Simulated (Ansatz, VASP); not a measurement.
**Au in VASP and in Ansatz**

Contents of POSCAR:

```
Au
1.0
   -1.6572690000      1.6572690000      1.7898505200
    1.6572690000     -1.6572690000      1.7898505200
    1.6572690000      1.6572690000     -1.7898505200
Au
1
Direct
    0.0000000000      0.0000000000      0.0000000000
```

Contents of INCAR.step1:

```
PREC     = Accurate       # precision mode
ENCUT    = 520            # plane-wave cutoff, eV
ISMEAR   = 0              # smearing method
SIGMA    = 0.15           # smearing width, eV
LREAL    = F              # projectors in reciprocal space
LASPH    = T              # aspherical terms in the spheres
NELM     = 100            # most SCF steps
NBANDS   = 12             # bands
GGA      = PE             # functional
ALGO     = Normal         # electronic algorithm
EDIFF    = 1E-4           # SCF threshold, eV
LWAVE    = T              # write WAVECAR
LCHARG   = F              # write CHGCAR
```

The input INCAR.step2:

```
PREC     = Accurate       # precision mode
ENCUT    = 520            # plane-wave cutoff, eV
EDIFF    = 1E-6           # SCF threshold, eV
ISMEAR   = 0              # smearing method
SIGMA    = 0.15           # smearing width, eV
LREAL    = F              # projectors in reciprocal space
LASPH    = T              # aspherical terms in the spheres
NELM     = 100            # most SCF steps
ALGO     = Normal         # electronic algorithm
ISIF     = 2              # what is computed and relaxed
LWAVE    = F              # write WAVECAR
LCHARG   = F              # write CHGCAR
METAGGA  = R2SCAN         # meta-GGA
LMIXTAU  = T            
NBANDS   = 12             # bands
ISTART   = 1
```

Contents of KPOINTS:

```
Automatic mesh
0
Gamma
  24 24 24
```

Input for Ansatz:

```yaml
crystal:
  lattice:
    - [-1.657269, 1.657269, 1.78985052]
    - [1.657269, -1.657269, 1.78985052]
    - [1.657269, 1.657269, -1.78985052]
  atoms:
    - { symbol: Au, position: [0.0, 0.0, 0.0] }
basis:
  ecutwfc: 500
kpoints:
  mp_grid: { grid: [24, 24, 24] }
hamiltonian:
  xc: r2scan
scf:
  occupations: { method: gaussian, width: 0.15 }
output:
  forces: true
  stress: true
  eigenvalues: true
```

Change from the starting cell: strain +0.000 along x and y, +0.080 along z, atoms carried along.

Alike in both runs: task single point; functional r2SCAN; k mesh 24 × 24 × 24; occupations gaussian, width 0.15 eV; no spin polarisation.

|  | VASP | Ansatz |
| --- | --- | --- |
| version | VASP 6.6.1 | Ansatz 0.2.0 |
| potentials or method | VASP PAW PBE potentials, release 64 (Au), cutoff 520 eV | scalar-relativistic, plane waves, PAW |
| valence electrons in the cell | 11 | 19 |

Ansatz gave:

* gap on the k mesh at the Fermi level (eV): none
* pressure (GPa): -12.0
* traceless stress, the component that is largest in VASP (GPa): 0.27

Problem. Which values does VASP return?

Solution. gap on the k mesh at the Fermi level (eV): none; pressure (GPa): -11.9; traceless stress, the component that is largest in VASP (GPa): 0.28.

VASP's potentials were made for PBE, not for r2SCAN. A gap of «none» marks a metal or a gap that the smearing closes. VASP's potentials hold 11 valence electrons a cell and Ansatz's 19, so a difference there can come from the potentials and not from the codes.

Spin-orbit coupling is off throughout.
